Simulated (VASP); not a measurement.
# Cu3Sn2 (C2/m) in VASP: single point with PBE

Aim: the single point of Cu3Sn2 with PBE.

Everything below comes from runs of VASP 6.6.1. Logs are shortened: lines on timing, memory, paths and dates and some standing lists are left out, and cuts for length are marked.

### Step 1. The cell of the first run

Symmetry: C2/m, No. 12, monoclinic system. The conventional cell has a = 4.671 Å, b = 4.587 Å, c = 8.301 Å, α = 90.00°, β = 96.78°, γ = 90.00°. Within 3.3 Å of Cu (site symmetry m) lie 8 Cu at 2.51 to 3.27 Å and 5 Sn at 2.75 to 3.12 Å. Cu (site symmetry 2/m) has 8 Sn at 2.64 to 3.33 Å and 4 Cu at 3.27 Å within 3.5 Å. Within 3.5 Å of Sn (site symmetry m) lie 9 Cu at 2.64 to 3.33 Å and 4 Sn at 3.27 Å.

### Step 2. Single point, PBE

POSCAR reads:

```
Cu3Sn2
1.0
    2.3308063978     -2.2934471676      0.1445357151
    2.3308063978      2.2934471676      0.1445357151
   -1.4889216944      0.0000000000      8.1664160317
Cu Sn
3 2
Direct
    0.7652873897      0.7652873897      0.5618133589
    0.2347126103      0.2347126103      0.4381866411
    0.0000000000      0.0000000000      0.0000000000
    0.6404838123      0.6404838123      0.2230580341
    0.3595161877      0.3595161877      0.7769419659
```

INCAR.step1 reads:

```
ALGO = Fast
EDIFF = 1E-6
ENCUT = 520
GGA = PE
ISIF = 2
ISMEAR = 0
LASPH = T
LCHARG = T
LMAXMIX = 4
LREAL = F
LWAVE = F
NBANDS = 38
NELM = 80
PREC = Accurate
SIGMA = 0.1
```

KPOINTS.step1 reads:

```
k-points
0
Gamma
  12 12 6
```

INCAR.step2 reads:

```
ALGO = Fast
EDIFF = 1E-6
ENCUT = 520
GGA = PE
ICHARG = 11
ISIF = 2
ISMEAR = -5
LASPH = T
LCHARG = F
LMAXMIX = 4
LORBIT = 11
LREAL = F
LWAVE = F
NBANDS = 38
NEDOS = 2001
NELM = 80
PREC = Accurate
SIGMA = 0.1
```

KPOINTS.step2 reads:

```
k-points
0
Gamma
  18 18 9
```

Potentials or basis: VASP PAW PBE potentials, release 64 (Cu, Sn_d).

Command:

```sh
> cat potpaw_PBE.64/Cu/POTCAR potpaw_PBE.64/Sn_d/POTCAR > POTCAR
> cp INCAR.step1 INCAR
> cp KPOINTS.step1 KPOINTS
> mpirun -np 1 vasp_std > vasp.out
> cp INCAR.step2 INCAR
> cp KPOINTS.step2 KPOINTS
> mpirun -np 1 vasp_std > vasp.out
```

OUTCAR:

```text
EDIFF = 1E-6
   ENCUT = 520
   GGA = PE
   ICHARG = 11
   ISIF = 2
   ISMEAR = -5
   LASPH = T
   LORBIT = 11
   LREAL = F
   NELM = 80
   PREC = Accurate

 ion  position               nearest neighbor table
   1  0.765  0.765  0.562-   2 2.51   2 2.51   2 2.53   2 2.57   5 2.75   4 2.80   5 2.91   5 2.91
                             5 3.12
   2  0.235  0.235  0.438-   1 2.51   1 2.51   1 2.53   1 2.57   4 2.75   5 2.80   4 2.91   4 2.91
                             4 3.12
   3  0.000  0.000  0.000-   4 2.64   5 2.64   4 2.97   4 2.97   5 2.97   5 2.97
   4  0.640  0.640  0.223-   3 2.64   2 2.75   1 2.80   2 2.91   2 2.91   3 2.97   3 2.97   2 3.12

   5  0.360  0.360  0.777-   3 2.64   1 2.75   2 2.80   1 2.91   1 2.91   3 2.97   3 2.97   1 3.12

  LATTYP: Found a base centered monoclinic cell.
 ALAT       =     4.6705670050
 B/A-ratio  =     0.9820851152
 C/A-ratio  =     1.7773084932
 COS(beta)  =    -0.1181334322

  Lattice vectors:

 A1 = (   2.3308063978,  -2.2934471676,   0.1445357151)
 A2 = (   2.3308063978,   2.2934471676,   0.1445357151)
 A3 = (  -1.4889216944,   0.0000000000,   8.1664160317)

Analysis of symmetry for initial positions (statically):
=====================================================================
 Subroutine PRICEL returns:
 Original cell was already a primitive cell.

 Routine SETGRP: Setting up the symmetry group for a
 base centered monoclinic supercell.

 Subroutine GETGRP returns: Found  4 space group operations
 (whereof  4 operations were pure point group operations)
 out of a pool of  4 trial point group operations.

The static configuration has the point symmetry C_2h.

Analysis of symmetry for dynamics (positions and initial velocities):
=====================================================================
 Subroutine PRICEL returns:
 Original cell was already a primitive cell.

 Routine SETGRP: Setting up the symmetry group for a
 base centered monoclinic supercell.

 Subroutine GETGRP returns: Found  4 space group operations
 (whereof  4 operations were pure point group operations)
 out of a pool of  4 trial point group operations.

The dynamic configuration has the point symmetry C_2h.

 Subroutine INISYM returns: Found  4 space group operations
 (whereof  4 operations are pure point group operations),
 and found     1 'primitive' translations

----------------------------------------------------------------------------------------

                                     Primitive cell

  volume of cell :      88.2956

  direct lattice vectors                    reciprocal lattice vectors
     2.330806398 -2.293447168  0.144535715     0.212119803 -0.218012434  0.038674221
     2.330806398  2.293447168  0.144535715     0.212119803  0.218012434  0.038674221
    -1.488921694  0.000000000  8.166416032    -0.007508529  0.000000000  0.121083764

  length of vectors
     3.273140533  3.273140533  8.301038406     0.306626691  0.306626691  0.121316346

  position of ions in fractional coordinates (direct lattice)
     0.765287390  0.765287390  0.561813359
     0.234712610  0.234712610  0.438186641
     0.000000000  0.000000000  0.000000000
     0.640483812  0.640483812  0.223058034
     0.359516188  0.359516188  0.776941966

  ion indices of the primitive-cell ions
   primitive index   ion index
                 1           1
                 2           2
                 3           3
                 4           4
                 5           5

----------------------------------------------------------------------------------------

 KPOINTS: k-points

Automatic generation of k-mesh.
 Grid dimensions read from file:
 generate k-points for:   18   18    9

 Generating k-lattice:

  Cartesian coordinates                     Fractional coordinates (reciprocal lattice)
     0.011784433 -0.012111802  0.002148568     0.055555556 -0.000000000  0.000000000
     0.011784433  0.012111802  0.002148568    -0.000000000  0.055555556  0.000000000
    -0.000834281  0.000000000  0.013453752    -0.000000000 -0.000000000  0.111111111

  Length of vectors
     0.017034816  0.017034816  0.013479594

  Shift w.r.t. Gamma in fractional coordinates (k-lattice)
     0.000000000  0.000000000  0.000000000

 TETIRR: Found   4383 inequivalent tetrahedra from    17496

 Subroutine IBZKPT returns following result:
 ===========================================

 Found    775 irreducible k-points:

 Following reciprocal coordinates:
            Coordinates               Weight
  0.000000  0.000000  0.000000      1.000000
  0.055556 -0.000000  0.000000      4.000000
  0.111111 -0.000000  0.000000      4.000000
  0.166667 -0.000000  0.000000      4.000000
  0.222222 -0.000000  0.000000      4.000000
  0.277778  0.000000  0.000000      4.000000
[... 16 lines left out ...]
 -0.277778  0.055556  0.000000      4.000000
 -0.222222  0.055556  0.000000      4.000000
 [... further k-points ...]
   k-points           NKPTS =    775   k-points in BZ     NKDIM =    775   number of bands    NBANDS=     38
   number of dos      NEDOS =   2001   number of ions     NIONS =      5
   total plane-waves  NPLWV =  36864
   dimension x,y,z NGX =    24 NGY =   24 NGZ =   64
   dimension x,y,z NGXF=    48 NGYF=   48 NGZF=  128
   ions per type =               3   2
   NGX,Y,Z   is equivalent  to a cutoff of  12.19, 12.19, 12.82 a.u.
   NGXF,Y,Z  is equivalent  to a cutoff of  24.38, 24.38, 25.63 a.u.
 SYSTEM =  unknown system
   PREC   = accura    normal or accurate (medium, high low for compatibility)
   ISTART =      0    job   : 0-new  1-cont  2-samecut
   ICHARG =     11    charge: 1-file 2-atom 10-const
   ISPIN  =      1    spin polarized calculation?
   LNONCOLLINEAR =      F non collinear calculations
   LSORBIT =      F    spin-orbit coupling
   LASPH  =      T    aspherical Exc in radial PAW
   ENCUT  =  520.0 eV  38.22 Ry    6.18 a.u.   6.09  6.09 15.43*2*pi/ulx,y,z
   NELM   =     80;   NELMIN=  2; NELMDL=  0     # of ELM steps
   EDIFF  = 0.1E-05   stopping-criterion for ELM
   LREAL  =      F    real-space projection
   EDIFFG = 0.1E-04   stopping-criterion for IOM
   NSW    =      0    number of steps for IOM
   IBRION =     -1    ionic relax: 0-MD 1-quasi-New 2-CG
   NFREE  =      0    steps in history (QN), initial steepest desc. (CG)
   ISIF   =      2    stress and relaxation
   ISYM   =      2    0-nonsym 1-usesym 2-fastsym
   POTIM  = 0.5000    time-step for ionic-motion
   TEBEG  =    0.0;   TEEND  =   0.0 temperature during run
   PSTRESS=    0.0 pullay stress
   NELECT =      61.0000    total number of electrons
   NUPDOWN=      -1.0000    fix difference up-down
   EMIN   =  10.00;   EMAX   =-10.00  energy-range for DOS
   EFERMI =   0.00;   METHOD = LEGACY
   ISMEAR =    -5;   SIGMA  =   0.10  broadening in eV -4-tet -1-fermi 0-gaus
   EFERMI_NEDOS =   21; number of points for ismear=-14 and -15
   IALGO  =     68    algorithm
   IMIX   =      4    mixing-type and parameters
     AMIX     =   0.40;   BMIX     =  1.00
     AMIX_MAG =   1.60;   BMIX_MAG =  1.00
  volume/ion in A,a.u.               =      17.66       119.17
  Fermi-wavevector in a.u.,A,eV,Ry     =   1.447233  2.734874 28.497173  2.094483
  Thomas-Fermi vector in A             =   2.565211
   LORBIT       =     11    0 simple, 1 ext, 2 COOP (PROOUT), +10 PAW based schemes
   GGA     = PE    functional components
   LHFCALC =     F    Hartree Fock is set to
   AEXX    =    0.0000 exact exchange contribution
   IVDW    =     0    specifies the selected vdW correction
   LEPSILON=     F    determine dielectric tensor
   LRPA    =     F    only Hartree local field effects (RPA)
 non-spin polarized calculation
 RMM-DIIS sequential band-by-band and
 Fermi weights with tetrahedron method with Bloechl corrections
  energy-cutoff  :      520.00
  volume of cell :       88.30
 maximum number of plane-waves:      2411

 number of electron      60.9999974 magnetization

 Free energy of the ion-electron system (eV)
  ---------------------------------------------------
  ext. energy  EPLUGINS =         0.00000000
  ---------------------------------------------------
  free energy    TOTEN  =       -18.12526847 eV

  energy without entropy =      -18.12526847  energy(sigma->0) =      -18.12526847

 E-fermi :   8.2906     XC(G=0): -11.4163

 val. band max:        8.4397575094   @ k =   0.3889   0.2778   0.1111
 cond. band min:       8.1079269504   @ k =  -0.3333   0.3333   0.0000
 fundamental gap:     -0.3318305590
 Fermi energy:         8.2906450783

 k-point     1 :       0.0000    0.0000    0.0000
  band No.  band energies     occupation
      1     -13.4094      2.00000
      2     -13.4093      2.00000
      3     -13.2839      2.00000
      4     -13.2618      2.00000
      5     -13.2111      2.00000
      6     -13.2087      2.00000
[... 30 lines left out ...]
     37      15.7979      0.00000
     38      16.0648      0.00000

 k-point     2 :       0.0556   -0.0000    0.0000
  band No.  band energies     occupation
      1     -13.4054      2.00000
      2     -13.4053      2.00000
      3     -13.2822      2.00000
      4     -13.2600      2.00000
      5     -13.2125      2.00000
      6     -13.2099      2.00000
[... 30 lines left out ...]
     37      15.7062      0.00000
     38      16.1242      0.00000

 k-point     3 :       0.1111   -0.0000    0.0000
  band No.  band energies     occupation
      1     -13.3943      2.00000
      2     -13.3942      2.00000
      3     -13.2768      2.00000
      4     -13.2544      2.00000
      5     -13.2171      2.00000
      6     -13.2139      2.00000
[... 30 lines left out ...]
     37      15.8651      0.00000
[... 781 lines left out ...]
 k-point    23 :      -0.2778    0.0556    0.0000
  band No.  band energies     occupation
      1     -13.3455      2.00000
      2     -13.3440      2.00000
      3     -13.2482      2.00000
      4     -13.2463      2.00000
      5     -13.2321      2.00000
      6     -13.2279      2.00000
[... 30 lines left out ...]
     37      16.0294      0.00000
     38      16.9201      0.00000

 k-point    24 :      -0.2222    0.0556    0.0000
  band No.  band energies     occupation
      1     -13.3584      2.00000
      2     -13.3577      2.00000
      3     -13.2531      2.00000
      4     -13.2372      2.00000
      5     -13.2297      2.00000
      6     -13.2284      2.00000
[... 30 lines left out ...]
     37      15.8604      0.00000
     38      16.6651      0.00000

 [... further k-points ...]
[... 5 lines left out ...]
  --------------------------------------------------------------------------------------
  -------------------------------------------------------------------------------------
  Total       -0.1253168     -0.2171591     -0.2198254      0.0000000      0.0000000      0.0182842
  in kB       -2.2739494     -3.9404842     -3.9888658      0.0000000      0.0000000      0.3317778
  external PRESSURE =      -3.4010998 kB  Pullay stress =       0.0000000 kB

 VOLUME and BASIS-vectors are now :
 -----------------------------------------------------------------------------
  energy-cutoff  :      520.00
  volume of cell :       88.30
      direct lattice vectors                 reciprocal lattice vectors
     2.330806398 -2.293447168  0.144535715     0.212119803 -0.218012434  0.038674221
     2.330806398  2.293447168  0.144535715     0.212119803  0.218012434  0.038674221
    -1.488921694  0.000000000  8.166416032    -0.007508529  0.000000000  0.121083764

 POSITION                                       TOTAL-FORCE (eV/Angst)
 -----------------------------------------------------------------------------------
      2.73098      0.00000      4.80922         0.002050      0.000000      0.014989
      0.44171      0.00000      3.64626        -0.002050      0.000000     -0.014989
      0.00000      0.00000      0.00000        -0.000000      0.000000      0.000000
      2.65357      0.00000      2.00673        -0.004774      0.000000      0.004248
      0.51912      0.00000      6.44876         0.004774      0.000000     -0.004248
 -----------------------------------------------------------------------------------
    total drift:                               -0.000000     -0.000000      0.000000

  FREE ENERGIE OF THE ION-ELECTRON SYSTEM (eV)
  ---------------------------------------------------
  free  energy   TOTEN  =       -18.1252684653 eV

  energy  without entropy=      -18.1252684653  energy(sigma->0) =      -18.12526847

 total charge

# of ion       s       p       d       tot
------------------------------------------
    1        0.415   0.317   9.200   9.931
    2        0.415   0.317   9.200   9.931
    3        0.393   0.255   9.222   9.870
    4        1.215   1.038  10.004  12.257
    5        1.215   1.038  10.004  12.257
--------------------------------------------------
tot          3.653   2.964  47.629  54.245
```

It took 40 min on 1 thread of Oxide Virtual Turin-like, shared host; peak memory 1.8 GiB.

Results:

```
Valence electrons inside the program's atomic spheres : Cu 9.93, 9.87 (each value once); Sn 12.26
```

Caveat: spin-orbit coupling is left out, which moves the levels of the heavy elements.
